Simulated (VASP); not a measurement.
Cs, 1 atom in the cell. It takes space group I4/mmm (No. 139, tetragonal). Conventional cell: a = 5.360 Å, b = 5.360 Å, c = 7.897 Å, α = 90.00°, β = 90.00°, γ = 90.00°.  This cell differs from its parent crystal: strain -0.040 along x and y, +0.000 along z.

* Program: VASP 6.6.1
* Task: single point
* Functional: PBEsol
* Potentials or basis: VASP PAW PBE potentials, release 64 (Cs_sv)
* Cutoff: 520 eV
* k mesh: 10 × 10 × 10
* Occupations: gaussian, width 0.15 eV
* Spin: no spin polarisation
* Dipole correction: no
* Further INCAR settings: ALGO = Normal; EDIFF = 1e-07; NBANDS = 10

Potentials or basis: VASP PAW PBE potentials, release 64 (Cs_sv).

Launch:

```console
$ cat potpaw_PBE.64/Cs_sv/POTCAR > POTCAR
$ mpirun -np 1 vasp_std > vasp.out
```

Hardware: 1 thread of AMD EPYC 7R13 (shared host).

Question: How long does it take, and how much memory?

Answer: Run time: 2.6 min on 1 thread of AMD EPYC 7R13, with other jobs on the host, peak memory 0.27 GiB. Counts: scf iterations 11, k points 102.
